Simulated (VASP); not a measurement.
# CdS in VASP: further runs, part 2 of 2

VASP 6.6.1. The steps go on from the part before.

## Step 5: Single point, LDA (strain -0.030 along x and y, +0.000 along z)

INCAR

```
SYSTEM = CdS
ALGO = Normal
EDIFF = 1E-6
ENCUT = 520
ISIF = 2
ISMEAR = 0
LASPH = .True.
LCHARG = .True.
LELF = .True.
LREAL = .False.
LVHAR = .True.
LWAVE = .False.
NBANDS = 16
NELM = 100
PREC = Accurate
SIGMA = 0.15
```

KPOINTS

```
k-points
0
Gamma
  16 16 16
  0 0 0
```

POSCAR

```
CdS
1.0
    0.0000000000      2.6706466800      2.7532440000
    2.6706466800      0.0000000000      2.7532440000
    2.6706466800      2.6706466800      0.0000000000
Cd S
1 1
Direct
    0.0000000000      0.0000000000      0.0000000000
    0.5000000000      0.5000000000      0.5000000000
```

Potentials or basis: VASP PAW LDA potentials, release 64 (Cd, S).

Command:

```bash
$ cat potpaw_LDA.64/Cd/POTCAR potpaw_LDA.64/S/POTCAR > POTCAR
$ mpirun -np 1 vasp_std > vasp.out
```

OUTCAR:

```text
SYSTEM = CdS
   EDIFF = 1E-6
   ENCUT = 520
   ISIF = 2
   ISMEAR = 0
   LASPH = .True.
   LREAL = .False.
   NELM = 100
   PREC = Accurate

 ion  position               nearest neighbor table
   1  0.000  0.000  0.000-   2 2.67   2 2.67   2 2.67   2 2.67   2 2.75   2 2.75
   2  0.500  0.500  0.500-   1 2.67   1 2.67   1 2.67   1 2.67   1 2.75   1 2.75

  LATTYP: Found a body centered tetragonal cell.
 ALAT       =     3.7768647552
 C/A-ratio  =     1.4579521262

  Lattice vectors:

 A1 = (  -2.6706466800,   0.0000000000,   2.7532440000)
 A2 = (   2.6706466800,   0.0000000000,   2.7532440000)
 A3 = (   0.0000000000,   2.6706466800,  -2.7532440000)

Analysis of symmetry for initial positions (statically):
=====================================================================
 Subroutine PRICEL returns:
 Original cell was already a primitive cell.

 Routine SETGRP: Setting up the symmetry group for a
 body centered tetragonal supercell.

 Subroutine GETGRP returns: Found 16 space group operations
 (whereof 16 operations were pure point group operations)
 out of a pool of 16 trial point group operations.

The static configuration has the point symmetry D_4h.

Analysis of symmetry for dynamics (positions and initial velocities):
=====================================================================
 Subroutine PRICEL returns:
 Original cell was already a primitive cell.

 Routine SETGRP: Setting up the symmetry group for a
 body centered tetragonal supercell.

 Subroutine GETGRP returns: Found 16 space group operations
 (whereof 16 operations were pure point group operations)
 out of a pool of 16 trial point group operations.

The dynamic configuration has the point symmetry D_4h.

 Subroutine INISYM returns: Found 16 space group operations
 (whereof 16 operations are pure point group operations),
 and found     1 'primitive' translations

----------------------------------------------------------------------------------------
[... 113 lines left out ...]
     AMIX_MAG =   1.60;   BMIX_MAG =  1.00
  volume/ion in A,a.u.               =      19.64       132.52
  Fermi-wavevector in a.u.,A,eV,Ry     =   1.262205  2.385221 21.676269  1.593161
  Thomas-Fermi vector in A             =   2.395625
   LORBIT       =      0    0 simple, 1 ext, 2 COOP (PROOUT), +10 PAW based schemes
   GGA     = CA    functional components
   LHFCALC =     F    Hartree Fock is set to
   AEXX    =    0.0000 exact exchange contribution
   IVDW    =     0    specifies the selected vdW correction
   LEPSILON=     F    determine dielectric tensor
   LRPA    =     F    only Hartree local field effects (RPA)
 non-spin polarized calculation
 Gauss-broadening in eV      SIGMA  =   0.15
  energy-cutoff  :      520.00
  volume of cell :       39.27
 maximum number of plane-waves:      1074
 NGX is ok and might be reduce to    30
   NGX = 15   NGY = 15   NGZ = 13

 number of electron      18.0000003 magnetization

 Free energy of the ion-electron system (eV)
  ---------------------------------------------------
  ext. energy  EPLUGINS =         0.00000000
  ---------------------------------------------------
  free energy    TOTEN  =        -7.25489360 eV

  energy without entropy =       -7.25338807  energy(sigma->0) =       -7.25414084

 E-fermi :   3.3639     XC(G=0): -10.9542

 val. band max:        3.3506697756   @ k =   0.4375   0.0000   0.4375
 cond. band min:       3.4053960921   @ k =   0.5000   0.0000   0.4375
 fundamental gap:      0.0547263165
 Fermi energy:         3.3639025642

 k-point     1 :       0.0000    0.0000    0.0000
  band No.  band energies     occupation
      1      -9.9215      2.00000
      2      -4.6098      2.00000
      3      -4.5866      2.00000
      4      -4.5727      2.00000
      5      -4.5579      2.00000
      6      -4.5579      2.00000
[... 433 lines left out ...]
      3      -4.6171      2.00000
      4      -4.5721      2.00000
      5      -4.5606      2.00000
      6      -4.5444      2.00000
[... 8 lines left out ...]
     15      14.1527      0.00000
     16      14.3447      0.00000

 [... further k-points ...]

------------------------ aborting loop because EDIFF is reached ----------------------------------------

  FORCE on cell =-STRESS in cart. coord.  units (eV):
  Direction    XX          YY          ZZ          XY          YZ          ZX
  --------------------------------------------------------------------------------------
  -------------------------------------------------------------------------------------
  Total       -0.2618916     -0.2618916     -0.8707385      0.0000000      0.0000000      0.0000000
  in kB      -10.6837712    -10.6837712    -35.5214565      0.0000000      0.0000000      0.0000000
  external PRESSURE =     -18.9629996 kB  Pullay stress =       0.0000000 kB

 VOLUME and BASIS-vectors are now :
 -----------------------------------------------------------------------------
  energy-cutoff  :      520.00
  volume of cell :       39.27
      direct lattice vectors                 reciprocal lattice vectors
     0.000000000  2.670646680  2.753244000    -0.187220572  0.187220572  0.181603955
     2.670646680  0.000000000  2.753244000     0.187220572 -0.187220572  0.181603955
     2.670646680  2.670646680  0.000000000     0.187220572  0.187220572 -0.181603955

 POSITION                                       TOTAL-FORCE (eV/Angst)
 -----------------------------------------------------------------------------------
      0.00000      0.00000      0.00000        -0.000000     -0.000000     -0.000000
      2.67065      2.67065      2.75324         0.000000      0.000000      0.000000
 -----------------------------------------------------------------------------------
    total drift:                               -0.000000      0.000000      0.000000

  FREE ENERGIE OF THE ION-ELECTRON SYSTEM (eV)
  ---------------------------------------------------
  free  energy   TOTEN  =        -7.2548936014 eV

  energy  without entropy=       -7.2533880739  energy(sigma->0) =       -7.25414084
```

Run time: 3.6 min. Hardware: 1 thread of AMD EPYC 7R13 (Zen 3), shared host; peak memory 0.29 GiB.

What came out:

| Quantity | Value |
| --- | --- |
| Free energy | -7.2549 eV |
| Pressure | -1.9 GPa |
| Band gap on the k mesh | zero (bands 9 and 10 overlap by 0.14 eV) |

Levels at points of the mesh, in eV from the Fermi level:
| k point | band 5 | band 6 | band 7 | band 8 | band 9 | band 10 | band 11 | band 12 | band 13 | band 14 |
| --- | --- | --- | --- | --- | --- | --- | --- | --- | --- | --- |
| (0.00, 0.00, 0.00) | -7.92 | -7.92 | -1.09 | -1.09 | -0.92 | 0.71 | 8.90 | 9.05 | 9.05 | 10.67 |
| (0.50, 0.00, 0.00) | -7.70 | -7.69 | -5.33 | -0.26 | -0.09 | 3.09 | 5.37 | 5.66 | 6.81 | 12.07 |
| (0.50, 0.50, 0.00) | -7.62 | -6.89 | -4.78 | -2.47 | -2.47 | -0.06 | 5.81 | 9.55 | 11.28 | 11.28 |
| (0.50, 0.00, 0.50) | -7.62 | -6.81 | -4.80 | -2.72 | -2.42 | -0.23 | 5.63 | 9.83 | 10.71 | 11.46 |

Caveat: the cell differs from its parent crystal (strain -0.030 along x and y, +0.000 along z); semilocal functionals underestimate gaps, and a narrow one can read as zero.

## Step 6: Single point, LDA (strain +0.000 along x and y, -0.030 along z)

INCAR

```
PREC     = Accurate       # precision mode
ENCUT    = 520            # plane-wave cutoff, eV
EDIFF    = 1E-6           # SCF threshold, eV
ISMEAR   = 0              # smearing method
SIGMA    = 0.15           # smearing width, eV
LREAL    = F              # projectors in reciprocal space
LASPH    = T              # aspherical terms in the spheres
NELM     = 80             # most SCF steps
ALGO     = Normal         # electronic algorithm
ISIF     = 2              # what is computed and relaxed
LWAVE    = F              # write WAVECAR
LCHARG   = T              # write CHGCAR
GGA      = CA             # functional
LELF     = T              # ELF
LVHAR    = T            
NBANDS   = 16             # bands
```

KPOINTS

```
regular mesh
0
Gamma
  16 16 16
```

POSCAR

```
CdS
1.0
    0.0000000000      2.7532440000      2.6706466800
    2.7532440000      0.0000000000      2.6706466800
    2.7532440000      2.7532440000      0.0000000000
Cd S
1 1
Direct
    0.0000000000      0.0000000000      0.0000000000
    0.5000000000      0.5000000000      0.5000000000
```

Potentials or basis: VASP PAW LDA potentials, release 64 (Cd, S).

Command:

```bash
$ cat potpaw_LDA.64/Cd/POTCAR potpaw_LDA.64/S/POTCAR > POTCAR
$ mpirun -np 1 vasp_std > vasp.out
```

It took 3.5 min on 1 thread of AMD EPYC 7R13 (Zen 3), shared host; peak memory 0.29 GiB.

The run converged. Its results:

| Property | Result |
| --- | --- |
| Free energy | -7.2312 eV |
| Pressure | -4.2 GPa |
| Band gap on the k mesh | zero (bands 9 and 10 overlap by 0.16 eV) |

Stress tensor (GPa, compression positive):
```
-4.96  0.00  0.00
 0.00 -4.96  0.00
 0.00  0.00 -2.79
```

Levels at points of the mesh, in eV from the Fermi level:
| k point | band 5 | band 6 | band 7 | band 8 | band 9 | band 10 | band 11 | band 12 | band 13 | band 14 |
| --- | --- | --- | --- | --- | --- | --- | --- | --- | --- | --- |
| (0.00, 0.00, 0.00) | -7.86 | -7.82 | -1.09 | -0.90 | -0.90 | 0.57 | 8.95 | 8.95 | 9.10 | 10.76 |
| (0.50, 0.00, 0.00) | -7.64 | -7.63 | -5.18 | -0.25 | -0.10 | 3.12 | 5.39 | 5.71 | 6.56 | 11.95 |
| (0.50, 0.50, 0.00) | -7.57 | -6.79 | -4.58 | -2.47 | -2.47 | -0.26 | 5.62 | 9.73 | 10.79 | 10.79 |
| (0.50, 0.00, 0.50) | -7.56 | -6.87 | -4.57 | -2.52 | -2.23 | -0.12 | 5.80 | 9.45 | 10.62 | 11.36 |

Caveat: the cell differs from its parent crystal (strain +0.000 along x and y, -0.030 along z); the cell stands under tension; semilocal functionals underestimate gaps, and a narrow one can read as zero.

## Step 7: Overview

| cell | gap on the mesh (eV) | pressure (GPa) |
| --- | --- | --- |
| a = 3.777 Å, angles 60.0°, 2 atoms | none | 0.6 |
| a = 4.010 Å, angles 60.0°, 2 atoms | none | -10.6 |
| a = 3.806, b = 3.806, c = 3.777 Å, angles 60.3, 60.3, 59.5°, 2 atoms | none | -0.7 |
| a = 3.836, b = 3.836, c = 3.777 Å, angles 60.5, 60.5, 59.0°, 2 atoms | none | -1.9 |
| a = 3.836, b = 3.836, c = 3.894 Å, angles 59.5, 59.5, 61.0°, 2 atoms | none | -4.2 |

Alike in all rows: task single point; level LDA; potentials or basis VASP PAW LDA potentials, release 64 (Cd, S); no spin polarisation; k mesh 16 × 16 × 16; cutoff (eV) 520; smearing gaussian 0.15 eV.

Caveats: semilocal functionals underestimate gaps, and a narrow one can read as zero; the cell stands under tension (at least some runs).

Absolute energies hang on the potentials; compare differences alone.

The gap in the log of VASP goes by the Fermi energy; the results here count the filled bands.